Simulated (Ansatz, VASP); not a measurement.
Two plane-wave programs on SiO2

```
Si O
1.0
     5.22223    0.00000    0.00000
     0.00000    7.36742    0.00000
     0.00000    0.00000    8.11991
Si O
6 12
Direct
  0.25000 0.21363 0.10380
  0.75000 0.78637 0.89620
  0.75000 0.21363 0.89620
  0.25000 0.78637 0.10380
  0.25000 0.50000 0.38700
  0.75000 0.50000 0.61300
  0.00000 0.26843 0.00000
  0.50000 0.73157 0.00000
  0.00000 0.73157 0.00000
  0.50000 0.26843 0.00000
  0.25000 0.00000 0.14251
  0.75000 0.00000 0.85749
  0.25000 0.32033 0.27513
  0.75000 0.67967 0.72487
  0.75000 0.32033 0.72487
  0.25000 0.67967 0.27513
  0.50000 0.50000 0.50000
  0.00000 0.50000 0.50000
```

Alike in both runs: functional LDA; k mesh 4 × 4 × 4; occupations gaussian, width 0.02 eV; no spin polarisation.

Ansatz relaxed the structure, and its values are those at the end. VASP's run is a single point on that final structure, the one shown.

|  | VASP | Ansatz |
| --- | --- | --- |
| version | VASP 6.6.1 | Ansatz 0.2.0 |
| potentials or method | VASP PAW LDA potentials, release 64 (Si, O), cutoff 520 eV | scalar-relativistic, plane waves, PAW |
| valence electrons in the cell | 96 | 96 |

|  | VASP | Ansatz | Ansatz less VASP |
| --- | --- | --- | --- |
| gap on the k mesh at the Fermi level (eV) | 5.41 | 5.42 | +0.006 |
| least direct gap on the mesh (eV) | 5.41 | 5.42 | +0.006 |
| pressure (GPa) | 0.4 | 0.0 | -0.45 |
| rms of the force components (eV/Å) | 0.013 | 0.000 | -0.0124 |

LDA's correlation is that of Perdew and Zunger in VASP and of Perdew and Wang (1992) in Ansatz.
